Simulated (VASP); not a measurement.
# Ti (Im-3m) in VASP: further runs

The runs below take Ti through single point, with PBE.

Program: VASP 6.6.1. These are calculated values, not measurements. Logs are shortened: lines on timing, memory, paths and dates and some standing lists are left out, and cuts for length are marked.

## (1) The cell of the first run

It takes space group Im-3m (No. 229, cubic). Conventional cell: a = 3.282 Å, b = 3.282 Å, c = 3.282 Å, α = 90.00°, β = 90.00°, γ = 90.00°. Ti (site symmetry m-3m) has 14 Ti at 2.84 to 3.28 Å within 3.7 Å.

## (2) Single point, PBE

Contents of INCAR:

```
SYSTEM = Ti
ALGO = Normal ; EDIFF = 1E-6
ENCUT = 500 ; GGA = PE
GGA_COMPAT = .FALSE. ; ISIF = 2
ISMEAR = 0 ; LASPH = .TRUE.
LCHARG = .TRUE. ; LELF = .TRUE.
LREAL = .FALSE. ; LVHAR = .TRUE.
LWAVE = .FALSE. ; NBANDS = 12
NELM = 120 ; PREC = Accurate
SIGMA = 0.15
```

Contents of KPOINTS:

```
k-points
0
G
  14 14 14
  0 0 0
```

Contents of POSCAR:

```
Ti
1.0
   -1.6410000000      1.6410000000      1.6410000000
    1.6410000000     -1.6410000000      1.6410000000
    1.6410000000      1.6410000000     -1.6410000000
Ti
1
Direct
    0.0000000000      0.0000000000      0.0000000000
```

Potentials or basis: VASP PAW PBE potentials, release 64 (Ti_sv).

On the command line:

```bash
$ cat potpaw_PBE.64/Ti_sv/POTCAR > POTCAR
$ mpirun -np 1 vasp_std > vasp.out
```

OUTCAR:

```text
SYSTEM = Ti
   EDIFF = 1E-6
   ENCUT = 500
   GGA = PE
   ISIF = 2
   ISMEAR = 0
   LASPH = .TRUE.
   LREAL = .FALSE.
   NELM = 120
   PREC = Accurate

 ion  position               nearest neighbor table
   1  0.000  0.000  0.000-

  LATTYP: Found a body centered cubic cell.
 ALAT       =     3.2820000000

  Lattice vectors:

 A1 = (  -1.6410000000,   1.6410000000,   1.6410000000)
 A2 = (   1.6410000000,  -1.6410000000,   1.6410000000)
 A3 = (   1.6410000000,   1.6410000000,  -1.6410000000)

Analysis of symmetry for initial positions (statically):
=====================================================================
 Subroutine PRICEL returns:
 Original cell was already a primitive cell.

 Routine SETGRP: Setting up the symmetry group for a
 body centered cubic supercell.

 Subroutine GETGRP returns: Found 48 space group operations
 (whereof 48 operations were pure point group operations)
 out of a pool of 48 trial point group operations.

The static configuration has the point symmetry O_h .

Analysis of symmetry for dynamics (positions and initial velocities):
=====================================================================
 Subroutine PRICEL returns:
 Original cell was already a primitive cell.

 Routine SETGRP: Setting up the symmetry group for a
 body centered cubic supercell.

 Subroutine GETGRP returns: Found 48 space group operations
 (whereof 48 operations were pure point group operations)
 out of a pool of 48 trial point group operations.

The dynamic configuration has the point symmetry O_h .

 Subroutine INISYM returns: Found 48 space group operations
 (whereof 48 operations are pure point group operations),
 and found     1 'primitive' translations

----------------------------------------------------------------------------------------

                                     Primitive cell

  volume of cell :      17.6761

  direct lattice vectors                    reciprocal lattice vectors
    -1.641000000  1.641000000  1.641000000     0.000000000  0.304692261  0.304692261
     1.641000000 -1.641000000  1.641000000     0.304692261  0.000000000  0.304692261
     1.641000000  1.641000000 -1.641000000     0.304692261  0.304692261  0.000000000

  length of vectors
     2.842295375  2.842295375  2.842295375     0.430899928  0.430899928  0.430899928

  position of ions in fractional coordinates (direct lattice)
     0.000000000  0.000000000  0.000000000

  ion indices of the primitive-cell ions
   primitive index   ion index
                 1           1

----------------------------------------------------------------------------------------

 KPOINTS: k-points

Automatic generation of k-mesh.
 Grid dimensions read from file:
 generate k-points for:   14   14   14

 Generating k-lattice:

  Cartesian coordinates                     Fractional coordinates (reciprocal lattice)
     0.000000000  0.021763733  0.021763733     0.071428571  0.000000000  0.000000000
     0.021763733  0.000000000  0.021763733     0.000000000  0.071428571  0.000000000
     0.021763733  0.021763733  0.000000000     0.000000000  0.000000000  0.071428571

  Length of vectors
     0.030778566  0.030778566  0.030778566

  Shift w.r.t. Gamma in fractional coordinates (k-lattice)
     0.000000000  0.000000000  0.000000000

 Subroutine IBZKPT returns following result:
 ===========================================

 Found    104 irreducible k-points:

 Following reciprocal coordinates:
            Coordinates               Weight
  0.000000  0.000000  0.000000      1.000000
  0.071429  0.000000  0.000000     12.000000
  0.142857  0.000000  0.000000     12.000000
  0.214286  0.000000  0.000000     12.000000
  0.285714  0.000000  0.000000     12.000000
  0.357143  0.000000  0.000000     12.000000
[... 16 lines left out ...]
  0.285714  0.285714  0.000000     24.000000
  0.357143  0.285714  0.000000     24.000000
 [... further k-points ...]
   k-points           NKPTS =    104   k-points in BZ     NKDIM =    104   number of bands    NBANDS=     12
   number of dos      NEDOS =    301   number of ions     NIONS =      1
   total plane-waves  NPLWV =  13824
   dimension x,y,z NGX =    24 NGY =   24 NGZ =   24
   dimension x,y,z NGXF=    48 NGYF=   48 NGZF=   48
   ions per type =               1
   NGX,Y,Z   is equivalent  to a cutoff of  14.04, 14.04, 14.04 a.u.
   NGXF,Y,Z  is equivalent  to a cutoff of  28.08, 28.08, 28.08 a.u.
 SYSTEM =  Ti
   PREC   = accura    normal or accurate (medium, high low for compatibility)
   ISTART =      0    job   : 0-new  1-cont  2-samecut
   ICHARG =      2    charge: 1-file 2-atom 10-const
   ISPIN  =      1    spin polarized calculation?
   LNONCOLLINEAR =      F non collinear calculations
   LSORBIT =      F    spin-orbit coupling
   LASPH  =      T    aspherical Exc in radial PAW
   ENCUT  =  500.0 eV  36.75 Ry    6.06 a.u.   5.18  5.18  5.18*2*pi/ulx,y,z
   NELM   =    120;   NELMIN=  2; NELMDL= -5     # of ELM steps
   EDIFF  = 0.1E-05   stopping-criterion for ELM
   LREAL  =      F    real-space projection
   EDIFFG = 0.1E-04   stopping-criterion for IOM
   NSW    =      0    number of steps for IOM
   IBRION =     -1    ionic relax: 0-MD 1-quasi-New 2-CG
   NFREE  =      0    steps in history (QN), initial steepest desc. (CG)
   ISIF   =      2    stress and relaxation
   ISYM   =      2    0-nonsym 1-usesym 2-fastsym
   POTIM  = 0.5000    time-step for ionic-motion
   TEBEG  =    0.0;   TEEND  =   0.0 temperature during run
   PSTRESS=    0.0 pullay stress
   NELECT =      12.0000    total number of electrons
   NUPDOWN=      -1.0000    fix difference up-down
   EMIN   =  10.00;   EMAX   =-10.00  energy-range for DOS
   EFERMI =   0.00;   METHOD = LEGACY
   ISMEAR =     0;   SIGMA  =   0.15  broadening in eV -4-tet -1-fermi 0-gaus
   EFERMI_NEDOS =   21; number of points for ismear=-14 and -15
   IALGO  =     38    algorithm
   IMIX   =      4    mixing-type and parameters
     AMIX     =   0.40;   BMIX     =  1.00
     AMIX_MAG =   1.60;   BMIX_MAG =  1.00
  volume/ion in A,a.u.               =      17.68       119.28
  Fermi-wavevector in a.u.,A,eV,Ry     =   1.438821  2.718977 28.166848  2.070205
  Thomas-Fermi vector in A             =   2.557745
   LORBIT       =      0    0 simple, 1 ext, 2 COOP (PROOUT), +10 PAW based schemes
   GGA     = PE    functional components
   LHFCALC =     F    Hartree Fock is set to
   AEXX    =    0.0000 exact exchange contribution
   IVDW    =     0    specifies the selected vdW correction
   LEPSILON=     F    determine dielectric tensor
   LRPA    =     F    only Hartree local field effects (RPA)
 non-spin polarized calculation
 Gauss-broadening in eV      SIGMA  =   0.15
  energy-cutoff  :      500.00
  volume of cell :       17.68
 maximum number of plane-waves:       466
 NGX is ok and might be reduce to    24
   NGX = 11   NGY = 11   NGZ = 11

 number of electron      12.0000001 magnetization

 Free energy of the ion-electron system (eV)
  ---------------------------------------------------
  ext. energy  EPLUGINS =         0.00000000
  ---------------------------------------------------
  free energy    TOTEN  =        -7.73364430 eV

  energy without entropy =       -7.70596124  energy(sigma->0) =       -7.71980277

 E-fermi :   7.9004     XC(G=0): -11.4118

 val. band max:        7.8945447485   @ k =  -0.2857   0.2857   0.2143
 cond. band min:       7.9126157432   @ k =  -0.2857   0.3571   0.0714
 fundamental gap:      0.0180709947
 Fermi energy:         7.9003679682

 k-point     1 :       0.0000    0.0000    0.0000
  band No.  band energies     occupation
      1     -48.6628      2.00000
      2     -24.5391      2.00000
      3     -24.5391      2.00000
      4     -24.5391      2.00000
      5       1.9905      2.00000
      6       8.8764      0.00000
      7       8.8764      0.00000
      8       8.8764      0.00000
      9      10.5950      0.00000
     10      10.5950      0.00000
     11      25.1915      0.00000
     12      25.1915      0.00000

 k-point     2 :       0.0714    0.0000    0.0000
  band No.  band energies     occupation
      1     -48.6569      2.00000
      2     -24.5718      2.00000
      3     -24.5493      2.00000
      4     -24.5393      2.00000
      5       2.1621      2.00000
      6       8.7991      0.00000
      7       8.8541      0.00000
      8       8.9999      0.00000
      9      10.5065      0.00000
     10      10.5998      0.00000
     11      24.9028      0.00000
     12      25.1642      0.00000

 k-point     3 :       0.1429    0.0000    0.0000
  band No.  band energies     occupation
      1     -48.6400      2.00000
      2     -24.6626      2.00000
      3     -24.5775      2.00000
      4     -24.5398      2.00000
      5       2.6575      2.00000
      6       8.5895      0.00000
      7       8.7436      0.00000
      8       9.3590      0.00000
      9      10.3413      0.00000
     10      10.6188      0.00000
     11      23.9801      0.00000
     12      24.8645      0.00000

 k-point     4 :       0.2143    0.0000    0.0000
  band No.  band energies     occupation
      1     -48.6156      2.00000
      2     -24.7919      2.00000
      3     -24.6180      2.00000
      4     -24.5406      2.00000
      5       3.4123      2.00000
      6       8.3033      0.00015
      7       8.4964      0.00000
      8       9.9165      0.00000
      9      10.2838      0.00000
     10      10.6617      0.00000
     11      22.4216      0.00000
     12      24.0450      0.00000

 k-point     5 :       0.2857    0.0000    0.0000
  band No.  band energies     occupation
      1     -48.5885      2.00000
      2     -24.9329      2.00000
      3     -24.6626      2.00000
      4     -24.5415      2.00000
      5       4.2899      2.00000
      6       8.0054      0.32203
      7       8.2476      0.00106
      8      10.3674      0.00000
      9      10.6034      0.00000
     10      10.7320      0.00000
     11      20.4993      0.00000
     12      22.9882      0.00000
[... 228 lines left out ...]
      1     -48.5408      2.00000
      2     -25.0639      2.00000
      3     -24.7961      2.00000
      4     -24.6018      2.00000
      5       6.1164      2.00000
      6       7.4101      2.00000
      7       7.8826      1.13322
      8      10.4174      0.00000
      9      10.9920      0.00000
     10      12.8321      0.00000
     11      17.9620      0.00000
     12      19.1685      0.00000

 k-point    22 :       0.3571    0.2143    0.0000
  band No.  band energies     occupation
      1     -48.5315      2.00000
      2     -25.0815      2.00000
      3     -24.8374      2.00000
      4     -24.6053      2.00000
      5       6.3371      2.00000
      6       7.4711      1.99995
      7       7.8827      1.13224
      8      10.5358      0.00000
      9      11.0377      0.00000
     10      13.6501      0.00000
     11      16.5638      0.00000
     12      18.7634      0.00000

 k-point    23 :       0.2857    0.2857    0.0000
  band No.  band energies     occupation
      1     -48.5301      2.00000
      2     -25.0461      2.00000
      3     -24.8753      2.00000
      4     -24.6130      2.00000
      5       6.6503      2.00000
      6       7.2691      2.00000
      7       7.7368      1.87692
      8      10.5787      0.00000
      9      10.9654      0.00000
     10      13.9768      0.00000
     11      17.2857      0.00000
     12      17.5005      0.00000

 k-point    24 :       0.3571    0.2857    0.0000
  band No.  band energies     occupation
      1     -48.5263      2.00000
      2     -25.0212      2.00000
      3     -24.9228      2.00000
      4     -24.6163      2.00000
      5       6.8249      2.00000
      6       7.3757      2.00000
      7       7.5449      1.99920
      8      10.6948      0.00000
      9      10.9209      0.00000
     10      14.8882      0.00000
     11      16.1922      0.00000
     12      17.2324      0.00000

 [... further k-points ...]

------------------------ aborting loop because EDIFF is reached ----------------------------------------

  FORCE on cell =-STRESS in cart. coord.  units (eV):
  Direction    XX          YY          ZZ          XY          YZ          ZX
  --------------------------------------------------------------------------------------
  -------------------------------------------------------------------------------------
  Total       -0.2901119     -0.2901119     -0.2901119      0.0000000      0.0000000     -0.0000000
  in kB      -26.2960441    -26.2960441    -26.2960441      0.0000000      0.0000000     -0.0000000
  external PRESSURE =     -26.2960441 kB  Pullay stress =       0.0000000 kB

 VOLUME and BASIS-vectors are now :
 -----------------------------------------------------------------------------
  energy-cutoff  :      500.00
  volume of cell :       17.68
      direct lattice vectors                 reciprocal lattice vectors
    -1.641000000  1.641000000  1.641000000     0.000000000  0.304692261  0.304692261
     1.641000000 -1.641000000  1.641000000     0.304692261  0.000000000  0.304692261
     1.641000000  1.641000000 -1.641000000     0.304692261  0.304692261  0.000000000

 POSITION                                       TOTAL-FORCE (eV/Angst)
 -----------------------------------------------------------------------------------
      0.00000      0.00000      0.00000        -0.000000     -0.000000      0.000000
 -----------------------------------------------------------------------------------
    total drift:                               -0.000000      0.000000      0.000000

  FREE ENERGIE OF THE ION-ELECTRON SYSTEM (eV)
  ---------------------------------------------------
  free  energy   TOTEN  =        -7.7336442974 eV

  energy  without entropy=       -7.7059612443  energy(sigma->0) =       -7.71980277
```

Wall time 12 s (1 thread of AMD EPYC 9R45 (Zen 5), shared host); peak memory 0.12 GiB.

What came out:

| Property | Result |
| --- | --- |
| Free energy | -7.7336 eV |
| Pressure | -2.6 GPa |
| Band gap on the k mesh | zero (band 6 reaches 8.88 eV, above the bottom of band 7 at 7.25 eV) |

## (3) Single point, PBE

Contents of INCAR:

```
SYSTEM = Ti
  ALGO = Normal
  EDIFF = 1E-6
  ENCUT = 500
  GGA = PE
  GGA_COMPAT = .False.
  ISIF = 2
  ISMEAR = 0
  LASPH = .True.
  LCHARG = .False.
  LREAL = .False.
  LWAVE = .False.
  NBANDS = 12
  NELM = 120
  PREC = Accurate
  SIGMA = 0.15
```

Contents of KPOINTS:

```
k-points
0
Gamma
  16 16 16
  0 0 0
```

POSCAR is that of step 2.

Potentials or basis: VASP PAW PBE potentials, release 64 (Ti_sv).

On the command line:

```bash
$ cat potpaw_PBE.64/Ti_sv/POTCAR > POTCAR
$ mpirun -np 1 vasp_std > vasp.out
```

OUTCAR:

```text
SYSTEM = Ti
   EDIFF = 1E-6
   ENCUT = 500
   GGA = PE
   ISIF = 2
   ISMEAR = 0
   LASPH = .True.
   LREAL = .False.
   NELM = 120
   PREC = Accurate

 ion  position               nearest neighbor table
   1  0.000  0.000  0.000-

  LATTYP: Found a body centered cubic cell.
 ALAT       =     3.2820000000

  Lattice vectors:

 A1 = (  -1.6410000000,   1.6410000000,   1.6410000000)
 A2 = (   1.6410000000,  -1.6410000000,   1.6410000000)
 A3 = (   1.6410000000,   1.6410000000,  -1.6410000000)

Analysis of symmetry for initial positions (statically):
=====================================================================
 Subroutine PRICEL returns:
 Original cell was already a primitive cell.

 Routine SETGRP: Setting up the symmetry group for a
 body centered cubic supercell.

 Subroutine GETGRP returns: Found 48 space group operations
 (whereof 48 operations were pure point group operations)
 out of a pool of 48 trial point group operations.

The static configuration has the point symmetry O_h .

Analysis of symmetry for dynamics (positions and initial velocities):
[... 158 lines left out ...]
 E-fermi :   7.9068     XC(G=0): -11.4114

 val. band max:        7.9042272645   @ k =   0.3125   0.0000   0.0000
 cond. band min:       7.9315913156   @ k =   0.2500   0.1875  -0.0000
 fundamental gap:      0.0273640511
 Fermi energy:         7.9068069782

 k-point     1 :       0.0000    0.0000    0.0000
  band No.  band energies     occupation
      1     -48.6601      2.00000
      2     -24.5365      2.00000
      3     -24.5365      2.00000
      4     -24.5365      2.00000
      5       1.9904      2.00000
      6       8.8781      0.00000
      7       8.8781      0.00000
      8       8.8781      0.00000
      9      10.5971      0.00000
     10      10.5971      0.00000
     11      25.1913      0.00000
     12      25.1913      0.00000
[... 331 lines left out ...]
 k-point    24 :       0.2500    0.1875   -0.0000
  band No.  band energies     occupation
      1     -48.5522      2.00000
      2     -25.0315      2.00000
      3     -24.7377      2.00000
      4     -24.5896      2.00000
      5       5.5804      2.00000
      6       7.5584      1.99898
      7       7.9316      0.81524
      8      10.2971      0.00000
      9      10.9630      0.00000
     10      12.0159      0.00000
     11      19.1554      0.00000
     12      20.1990      0.00000

 [... further k-points ...]
[... 5 lines left out ...]
  --------------------------------------------------------------------------------------
  -------------------------------------------------------------------------------------
  Total       -0.2959206     -0.2959206     -0.2959206      0.0000000     -0.0000000      0.0000000
  in kB      -26.8225467    -26.8225467    -26.8225467      0.0000000     -0.0000000      0.0000000
  external PRESSURE =     -26.8225467 kB  Pullay stress =       0.0000000 kB

 VOLUME and BASIS-vectors are now :
 -----------------------------------------------------------------------------
  energy-cutoff  :      500.00
  volume of cell :       17.68
      direct lattice vectors                 reciprocal lattice vectors
    -1.641000000  1.641000000  1.641000000     0.000000000  0.304692261  0.304692261
     1.641000000 -1.641000000  1.641000000     0.304692261  0.000000000  0.304692261
     1.641000000  1.641000000 -1.641000000     0.304692261  0.304692261  0.000000000

 POSITION                                       TOTAL-FORCE (eV/Angst)
 -----------------------------------------------------------------------------------
      0.00000      0.00000      0.00000         0.000000      0.000000     -0.000000
 -----------------------------------------------------------------------------------
    total drift:                                0.000000      0.000000      0.000000

  FREE ENERGIE OF THE ION-ELECTRON SYSTEM (eV)
  ---------------------------------------------------
  free  energy   TOTEN  =        -7.7337926086 eV

  energy  without entropy=       -7.7072455454  energy(sigma->0) =       -7.72051908
```

Run time: 16 s. Hardware: 1 thread of AMD EPYC 9R45 (Zen 5), shared host; peak memory 0.12 GiB.

Results:

```
Free energy            : -7.7338 eV
Pressure               : -2.7 GPa
Band gap on the k mesh : zero (band 6 reaches 8.90 eV, above the bottom of band 7 at 7.30 eV)
```
